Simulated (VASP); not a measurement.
# Zn (P6_3/mmc) in VASP: a series of runs

The runs below take Zn through single point, with PBE.

All numbers are computed with VASP 6.6.1; they aren't measurements. Logs are shortened: lines on timing, memory, paths and dates and some standing lists are left out, and cuts for length are marked.

## 1. The cell of the first run

Symmetry: P6_3/mmc, No. 194, hexagonal system. The conventional cell has a = 2.890 Å, b = 2.890 Å, c = 4.620 Å, α = 90.00°, β = 90.00°, γ = 120.00°. Zn (site symmetry -6m2) has 12 Zn at 2.85 to 2.89 Å within 3.8 Å.

## 2. Single point, PBE (Mg replaced by Zn, lengths x 0.919, strained)

Contents of INCAR:

```
SYSTEM = Zn
PREC = Accurate
ENCUT = 520
EDIFF = 1E-6
ISMEAR = 0
SIGMA = 0.1
LREAL = .False.
LASPH = .True.
NELM = 60
ALGO = Fast
ISIF = 2
LWAVE = .False.
LCHARG = .True.
GGA = PE
LELF = .True.
LVHAR = .True.
NBANDS = 19
```

Contents of KPOINTS:

```
Automatic mesh
0
Gamma
  9 9 4
  0 0 0
```

Contents of POSCAR:

```
Zn
1.0
    2.8902125850      0.0000000000      0.0000000000
   -1.4451062924      2.5029975209      0.0000000000
    0.0000000000      0.0000000000      4.6204940381
Zn
2
Direct
    0.3333333333      0.6666666667      0.2500000000
    0.6666666667      0.3333333333      0.7500000000
```

Potentials or basis: VASP PAW PBE potentials, release 64 (Zn).

Command:

```bash
> cat potpaw_PBE.64/Zn/POTCAR > POTCAR
> mpirun -np 1 vasp_std > vasp.out
```

OUTCAR:

```text
SYSTEM = Zn
   PREC = Accurate
   ENCUT = 520
   EDIFF = 1E-6
   ISMEAR = 0
   LREAL = .False.
   LASPH = .True.
   NELM = 60
   ISIF = 2
   GGA = PE

 ion  position               nearest neighbor table
   1  0.333  0.667  0.250-   2 2.85   2 2.85   2 2.85   2 2.85   2 2.85   2 2.85
   2  0.667  0.333  0.750-   1 2.85   1 2.85   1 2.85   1 2.85   1 2.85   1 2.85

  LATTYP: Found a hexagonal cell.
 ALAT       =     2.8902125850
 C/A-ratio  =     1.5986692682

  Lattice vectors:

 A1 = (   2.8902125850,   0.0000000000,   0.0000000000)
 A2 = (  -1.4451062924,   2.5029975209,   0.0000000000)
 A3 = (   0.0000000000,   0.0000000000,   4.6204940381)

Analysis of symmetry for initial positions (statically):
=====================================================================
 Subroutine PRICEL returns:
 Original cell was already a primitive cell.

 Routine SETGRP: Setting up the symmetry group for a
 hexagonal supercell.

 Subroutine GETGRP returns: Found 24 space group operations
 (whereof 12 operations were pure point group operations)
 out of a pool of 24 trial point group operations.

The static configuration has the point symmetry D_3d.
 The point group associated with its full space group is D_6h.

Analysis of symmetry for dynamics (positions and initial velocities):
=====================================================================
 Subroutine PRICEL returns:
 Original cell was already a primitive cell.

 Routine SETGRP: Setting up the symmetry group for a
 hexagonal supercell.

 Subroutine GETGRP returns: Found 24 space group operations
 (whereof 12 operations were pure point group operations)
 out of a pool of 24 trial point group operations.

The dynamic configuration has the point symmetry D_3d.
 The point group associated with its full space group is D_6h.

 Subroutine INISYM returns: Found 24 space group operations
 (whereof 12 operations are pure point group operations),
 and found     1 'primitive' translations

----------------------------------------------------------------------------------------

                                     Primitive cell

  volume of cell :      33.4256

  direct lattice vectors                    reciprocal lattice vectors
     2.890212585  0.000000000  0.000000000     0.345995310  0.199760485  0.000000000
    -1.445106292  2.502997521  0.000000000     0.000000000  0.399520971  0.000000000
     0.000000000  0.000000000  4.620494038     0.000000000  0.000000000  0.216427073

  length of vectors
[... 75 lines left out ...]
   ICHARG =      2    charge: 1-file 2-atom 10-const
   ISPIN  =      1    spin polarized calculation?
   LNONCOLLINEAR =      F non collinear calculations
   LSORBIT =      F    spin-orbit coupling
   LASPH  =      T    aspherical Exc in radial PAW
   ENCUT  =  520.0 eV  38.22 Ry    6.18 a.u.   5.37  5.37  8.59*2*pi/ulx,y,z
   NELM   =     60;   NELMIN=  2; NELMDL= -5     # of ELM steps
   EDIFF  = 0.1E-05   stopping-criterion for ELM
   LREAL  =      F    real-space projection
   EDIFFG = 0.1E-04   stopping-criterion for IOM
   NSW    =      0    number of steps for IOM
   IBRION =     -1    ionic relax: 0-MD 1-quasi-New 2-CG
   NFREE  =      0    steps in history (QN), initial steepest desc. (CG)
   ISIF   =      2    stress and relaxation
   ISYM   =      2    0-nonsym 1-usesym 2-fastsym
   POTIM  = 0.5000    time-step for ionic-motion
   TEBEG  =    0.0;   TEEND  =   0.0 temperature during run
   PSTRESS=    0.0 pullay stress
   NELECT =      24.0000    total number of electrons
   NUPDOWN=      -1.0000    fix difference up-down
   EMIN   =  10.00;   EMAX   =-10.00  energy-range for DOS
   EFERMI =   0.00;   METHOD = LEGACY
   ISMEAR =     0;   SIGMA  =   0.10  broadening in eV -4-tet -1-fermi 0-gaus
   EFERMI_NEDOS =   21; number of points for ismear=-14 and -15
   IALGO  =     68    algorithm
   IMIX   =      4    mixing-type and parameters
     AMIX     =   0.40;   BMIX     =  1.00
     AMIX_MAG =   1.60;   BMIX_MAG =  1.00
  volume/ion in A,a.u.               =      16.71       112.78
  Fermi-wavevector in a.u.,A,eV,Ry     =   1.465950  2.770243 29.239032  2.149008
  Thomas-Fermi vector in A             =   2.581745
   LORBIT       =      0    0 simple, 1 ext, 2 COOP (PROOUT), +10 PAW based schemes
   GGA     = PE    functional components
   LHFCALC =     F    Hartree Fock is set to
   AEXX    =    0.0000 exact exchange contribution
   IVDW    =     0    specifies the selected vdW correction
   LEPSILON=     F    determine dielectric tensor
   LRPA    =     F    only Hartree local field effects (RPA)
 non-spin polarized calculation
 RMM-DIIS sequential band-by-band and
 Gauss-broadening in eV      SIGMA  =   0.10
  energy-cutoff  :      520.00
  volume of cell :       33.43
 maximum number of plane-waves:       929
 NGX is ok and might be reduce to    24
   NGX = 11   NGY = 11   NGZ = 17

 number of electron      24.0000000 magnetization

 Free energy of the ion-electron system (eV)
  ---------------------------------------------------
  ext. energy  EPLUGINS =         0.00000000
  ---------------------------------------------------
  free energy    TOTEN  =        -2.11663856 eV

  energy without entropy =       -2.11402371  energy(sigma->0) =       -2.11533113

 E-fermi :   2.5014     XC(G=0): -11.0804

 val. band max:        2.4987874942   @ k =   0.4444   0.0000   0.2500
 cond. band min:       2.5589231940   @ k =   0.3333   0.3333   0.2500
 fundamental gap:      0.0601356997
 Fermi energy:         2.5013541151

 k-point     1 :       0.0000    0.0000    0.0000
  band No.  band energies     occupation
      1      -7.1852      2.00000
      2      -5.5377      2.00000
      3      -4.9408      2.00000
      4      -4.9314      2.00000
      5      -4.9314      2.00000
      6      -4.8551      2.00000
[... 505 lines left out ...]
      6      -4.9047      2.00000
[... 11 lines left out ...]
     18      12.4097      0.00000
     19      13.9102      0.00000

 [... further k-points ...]
[... 5 lines left out ...]
  --------------------------------------------------------------------------------------
  -------------------------------------------------------------------------------------
  Total       -1.0578355     -1.0578355     -1.2514297     -0.0000000      0.0000000      0.0000000
  in kB      -50.7049173    -50.7049173    -59.9844142     -0.0000000      0.0000000      0.0000000
  external PRESSURE =     -53.7980830 kB  Pullay stress =       0.0000000 kB

 VOLUME and BASIS-vectors are now :
 -----------------------------------------------------------------------------
  energy-cutoff  :      520.00
  volume of cell :       33.43
      direct lattice vectors                 reciprocal lattice vectors
     2.890212585  0.000000000  0.000000000     0.345995310  0.199760485  0.000000000
    -1.445106292  2.502997521  0.000000000     0.000000000  0.399520971  0.000000000
     0.000000000  0.000000000  4.620494038     0.000000000  0.000000000  0.216427073

 POSITION                                       TOTAL-FORCE (eV/Angst)
 -----------------------------------------------------------------------------------
     -0.00000      1.66867      1.15512        -0.000000      0.000000     -0.000000
      1.44511      0.83433      3.46537         0.000000      0.000000      0.000000
 -----------------------------------------------------------------------------------
    total drift:                                0.000000     -0.000000      0.000000

  FREE ENERGIE OF THE ION-ELECTRON SYSTEM (eV)
  ---------------------------------------------------
  free  energy   TOTEN  =        -2.1166385559 eV

  energy  without entropy=       -2.1140237126  energy(sigma->0) =       -2.11533113
```

OSZICAR:

```text
N       E                     dE             d eps       ncg     rms          rms(c)
DAV:   1     0.114736654389E+03    0.11474E+03   -0.12449E+04  1376   0.193E+03
DAV:   2     0.287025641073E+01   -0.11187E+03   -0.10928E+03  1383   0.296E+02
DAV:   3    -0.223942736442E+01   -0.51097E+01   -0.50901E+01  1538   0.697E+01
DAV:   4    -0.227098440621E+01   -0.31557E-01   -0.31550E-01  1518   0.562E+00
DAV:   5    -0.227102936402E+01   -0.44958E-04   -0.44957E-04  1466   0.190E-01    0.317E+00
RMM:   6    -0.212546813204E+01    0.14556E+00   -0.58277E-01  1545   0.896E+00    0.262E+00
RMM:   7    -0.212013103127E+01    0.53371E-02   -0.15773E-02  1623   0.179E+00    0.132E+00
RMM:   8    -0.211664857424E+01    0.34825E-02   -0.49327E-03  1481   0.635E-01    0.950E-02
RMM:   9    -0.211668338402E+01   -0.34810E-04   -0.16240E-03  1645   0.576E-01    0.986E-02
RMM:  10    -0.211663696454E+01    0.46419E-04   -0.30757E-04  1620   0.191E-01    0.153E-02
RMM:  11    -0.211663844813E+01   -0.14836E-05   -0.17711E-05  1596   0.549E-02    0.230E-03
RMM:  12    -0.211663855591E+01   -0.10778E-06   -0.92254E-07   957   0.109E-02
   1 F= -.21166386E+01 E0= -.21153311E+01  d E =-.261484E-02
```

stdout:

```text
POSCAR found type information on POSCAR Zn
 POSCAR found :  1 types and       2 ions
 scaLAPACK will be used
 LDA part: xc-table for (Slater+PW92), standard interpolation
 POSCAR, INCAR and KPOINTS ok, starting setup
 FFT: planning ... GRIDC
 FFT: planning ... GRID_SOFT
 FFT: planning ... GRID
 WAVECAR not read
 entering main loop
WARNING in EDDRMM: call to ZHEGV failed, returncode =   8  4     16
```

Run time: 13 s. Hardware: 1 thread of Intel Xeon Platinum 8488C (Sapphire Rapids), shared host; peak memory 0.15 GiB.

Results:

```
Free energy            : -2.1166 eV
Pressure               : -5.4 GPa
Band gap on the k mesh : zero (band 12 reaches 4.10 eV, above the bottom of band 13 at 1.17 eV)
```

Stress tensor (GPa, compression positive):
```
-5.07  0.00  0.00
 0.00 -5.07  0.00
 0.00  0.00 -6.00
```

Caveat: the cell differs from its parent crystal (Mg replaced by Zn, lengths x 0.919, strained).

## 3. Single point, PBE (Mg replaced by Zn, lengths x 0.919, strained)

Contents of INCAR:

```
  PREC = Accurate
  ENCUT = 520
  EDIFF = 1E-6
  ISMEAR = 0
  SIGMA = 0.1
  LREAL = False
  LASPH = True
  NELM = 100
  ALGO = Fast
  ISIF = 2
  LWAVE = False
  LCHARG = False
  GGA = PE
  NBANDS = 19
```

Contents of KPOINTS:

```
regular mesh
0
Gamma
  18 18 10
```

POSCAR is that of step 2.

Potentials or basis: VASP PAW PBE potentials, release 64 (Zn).

Command:

```bash
> cat potpaw_PBE.64/Zn/POTCAR > POTCAR
> mpirun -np 1 vasp_std > vasp.out
```

Run time: 62 s. Hardware: 1 thread of Intel Xeon Platinum 8488C (Sapphire Rapids), shared host; peak memory 0.24 GiB.

The run converged. Its results:

| Item | Value |
| --- | --- |
| Free energy | -2.1175 eV |
| Pressure | -5.7 GPa |
| Band gap on the k mesh | zero (band 12 reaches 4.10 eV, above the bottom of band 13 at 1.17 eV) |

Stress tensor (GPa, compression positive):
```
-5.73  0.00  0.00
 0.00 -5.73  0.00
 0.00  0.00 -5.59
```

Levels at points of the mesh, in eV from the Fermi level:
| k point | band 10 | band 11 | band 12 | band 13 | band 14 | band 15 |
| --- | --- | --- | --- | --- | --- | --- |
| (0.00, 0.00, 0.00) | -6.98 | -6.98 | -2.47 | -1.35 | 13.45 | 13.45 |
| (0.50, 0.00, 0.00) | -6.91 | -3.09 | -2.91 | 3.49 | 3.53 | 4.46 |
| (0.00, 0.00, 0.50) | -7.07 | -7.07 | -7.07 | 7.19 | 7.19 | 14.95 |
| (0.50, 0.00, 0.50) | -6.93 | -1.86 | -1.86 | -0.52 | -0.52 | 9.74 |

Caveat: the cell differs from its parent crystal (Mg replaced by Zn, lengths x 0.919, strained).

## 4. Single point, PBE (Mg replaced by Zn, lengths x 0.919, strained)

Contents of INCAR:

```
ALGO     = Fast           # electronic algorithm
EDIFF    = 1E-6           # SCF threshold, eV
ENCUT    = 520            # plane-wave cutoff, eV
GGA      = PE             # functional
ISIF     = 2              # what is computed and relaxed
ISMEAR   = 0              # smearing method
LASPH    = T              # aspherical terms in the spheres
LCHARG   = F              # write CHGCAR
LREAL    = F              # projectors in reciprocal space
LWAVE    = F              # write WAVECAR
NBANDS   = 19             # bands
NELM     = 60             # most SCF steps
PREC     = Accurate       # precision mode
SIGMA    = 0.1            # smearing width, eV
```

Contents of KPOINTS:

```
k-points
0
Gamma
  18 18 8
```

Contents of POSCAR:

```
Zn
1.0
    2.8890031676      0.0000000000      0.0000000000
   -1.4445015837      2.5019501348      0.0000000000
    0.0000000000      0.0000000000      5.1213827937
Zn
2
Direct
    0.3333333333      0.6666666667      0.2500000000
    0.6666666667      0.3333333333      0.7500000000
```

Potentials or basis: VASP PAW PBE potentials, release 64 (Zn).

Command:

```bash
> cat potpaw_PBE.64/Zn/POTCAR > POTCAR
> mpirun -np 1 vasp_std > vasp.out
```

OUTCAR:

```text
EDIFF = 1E-6
   ENCUT = 520
   GGA = PE
   ISIF = 2
   ISMEAR = 0
   LASPH = T
   LREAL = F
   NELM = 60
   PREC = Accurate

 ion  position               nearest neighbor table
   1  0.333  0.667  0.250-
   2  0.667  0.333  0.750-

  LATTYP: Found a hexagonal cell.
 ALAT       =     2.8890031676
 C/A-ratio  =     1.7727162265

  Lattice vectors:

 A1 = (   2.8890031676,   0.0000000000,   0.0000000000)
 A2 = (  -1.4445015837,   2.5019501348,   0.0000000000)
[... 191 lines left out ...]
      3      -5.4983      2.00000
      4      -5.3805      2.00000
      5      -5.3805      2.00000
      6      -5.3398      2.00000
[... 505 lines left out ...]
      6      -5.2741      2.00000
[... 11 lines left out ...]
     18      12.9307      0.00000
     19      14.6364      0.00000

 [... further k-points ...]
[... 5 lines left out ...]
  --------------------------------------------------------------------------------------
  -------------------------------------------------------------------------------------
  Total       -2.1179066     -2.1179066     -1.3670242     -0.0000000      0.0000000      0.0000000
  in kB      -91.6649864    -91.6649864    -59.1660906     -0.0000000      0.0000000      0.0000000
  external PRESSURE =     -80.8320212 kB  Pullay stress =       0.0000000 kB

 VOLUME and BASIS-vectors are now :
 -----------------------------------------------------------------------------
  energy-cutoff  :      520.00
  volume of cell :       37.02
      direct lattice vectors                 reciprocal lattice vectors
     2.889003168  0.000000000  0.000000000     0.346140154  0.199844111  0.000000000
    -1.444501584  2.501950135  0.000000000     0.000000000  0.399688222  0.000000000
     0.000000000  0.000000000  5.121382794     0.000000000  0.000000000  0.195259765

 POSITION                                       TOTAL-FORCE (eV/Angst)
 -----------------------------------------------------------------------------------
     -0.00000      1.66797      1.28035        -0.000000      0.000000      0.000000
      1.44450      0.83398      3.84104         0.000000     -0.000000      0.000000
 -----------------------------------------------------------------------------------
    total drift:                               -0.000000      0.000000     -0.000000

  FREE ENERGIE OF THE ION-ELECTRON SYSTEM (eV)
  ---------------------------------------------------
  free  energy   TOTEN  =        -1.9810244062 eV

  energy  without entropy=       -1.9772729991  energy(sigma->0) =       -1.97914870
```

stdout:

```text
POSCAR found type information on POSCAR Zn
 POSCAR found :  1 types and       2 ions
 scaLAPACK will be used
 LDA part: xc-table for (Slater+PW92), standard interpolation
 POSCAR, INCAR and KPOINTS ok, starting setup
 FFT: planning ... GRIDC
 FFT: planning ... GRID_SOFT
 FFT: planning ... GRID
 WAVECAR not read
 entering main loop
WARNING in EDDRMM: call to ZHEGV failed, returncode =   8  4     18
```

Run time: 39 s. Hardware: 1 thread of Intel Xeon 6975P-C (Granite Rapids), shared host; peak memory 0.23 GiB.

Results:

- Free energy: -1.9810 eV
- Pressure: -8.1 GPa
- Band gap on the k mesh: zero (band 12 reaches 3.20 eV, above the bottom of band 13 at -0.70 eV)

Caveat: the cell differs from its parent crystal (Mg replaced by Zn, lengths x 0.919, strained).

## 5. The runs side by side

| cell | k mesh | gap on the mesh (eV) | pressure (GPa) |
| --- | --- | --- | --- |
| a = 2.890, b = 2.890, c = 4.620 Å, angles 90.0, 90.0, 120.0°, 2 atoms | 9 × 9 × 4 | none | -5.4 |
| a = 2.890, b = 2.890, c = 4.620 Å, angles 90.0, 90.0, 120.0°, 2 atoms | 18 × 18 × 10 | none | -5.7 |
| a = 2.889, b = 2.889, c = 5.121 Å, angles 90.0, 90.0, 120.0°, 2 atoms | 18 × 18 × 8 | none | -8.1 |

Alike in all rows: task single point; level PBE; potentials or basis VASP PAW PBE potentials, release 64 (Zn); no spin polarisation; cutoff (eV) 520; smearing gaussian 0.1 eV.

Total energies depend on the potentials used, so only differences within one code and one set of settings carry meaning.
